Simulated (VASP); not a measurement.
Here is a VASP 6.6.1 calculation.

File POSCAR:

```
TiO2
1.0
    3.7777089788      0.0000000000      0.0000000000
    0.0000000000      3.7777089788      0.0000000000
    0.0000000000      0.0000000000      9.5840256423
Ti O
4 8
Direct
    0.0000000000      0.5000000000      0.7500000000
    0.5000000000      0.5000000000      0.0000000000
    0.5000000000      0.0000000000      0.2500000000
    0.0000000000      0.0000000000      0.5000000000
    0.0000000000      0.5000000000      0.9572470736
    0.5000000000      0.5000000000      0.7927529264
    0.5000000000      0.0000000000      0.0427529264
    0.0000000000      0.0000000000      0.7072470736
    0.5000000000      0.0000000000      0.4572470736
    0.0000000000      0.0000000000      0.2927529264
    0.0000000000      0.5000000000      0.5427529264
    0.5000000000      0.5000000000      0.2072470736
```

The input INCAR.step1:

```
SYSTEM = TiO2
  ALGO = Normal
  EDIFF = 1E-4
  ENCUT = 520
  GGA = PE
  ISMEAR = 0
  LASPH = .TRUE.
  LCHARG = .FALSE.
  LREAL = .FALSE.
  LWAVE = .TRUE.
  NBANDS = 60
  NELM = 100
  PREC = Accurate
  SIGMA = 0.02
```

File INCAR.step2:

```
SYSTEM = TiO2
  ALGO = Normal
  EDIFF = 1E-6
  ENCUT = 520
  ISIF = 2
  ISMEAR = 0
  ISTART = 1
  LASPH = .TRUE.
  LCHARG = .TRUE.
  LELF = .TRUE.
  LMIXTAU = .TRUE.
  LREAL = .FALSE.
  LVHAR = .TRUE.
  LWAVE = .FALSE.
  METAGGA = R2SCAN
  NBANDS = 60
  NELM = 100
  PREC = Accurate
  SIGMA = 0.02
```

File KPOINTS:

```
k-points
0
G
  6 6 4
  0 0 0
```

Potentials or basis: VASP PAW PBE potentials, release 64 (Ti_sv, O).

Command:

```bash
$ cat potpaw_PBE.64/Ti_sv/POTCAR potpaw_PBE.64/O/POTCAR > POTCAR
$ cp INCAR.step1 INCAR
$ mpirun -np 1 vasp_std > vasp.out
$ cp INCAR.step2 INCAR
$ mpirun -np 1 vasp_std > vasp.out
```

Task: Estimate the band gap on the k mesh.

Result: 2.60 eV.

Task: Predict the pressure.

Result: 1.2 GPa.

Task: Predict the largest force.

Result: 0.035 eV/Å.

Forces on the atoms (eV/Å):
```
Ti   0.000  0.000  0.000
Ti   0.000  0.000  0.000
Ti   0.000  0.000  0.000
Ti   0.000  0.000  0.000
O    0.000  0.000  0.035
O    0.000  0.000 -0.035
O    0.000  0.000 -0.035
O    0.000  0.000  0.035
O    0.000  0.000  0.035
O    0.000  0.000 -0.035
O    0.000  0.000 -0.035
O    0.000  0.000  0.035
```

Caveat: the PAW data sets were made with another functional, which shifts forces and pressure a little. A k mesh can miss the band edges.
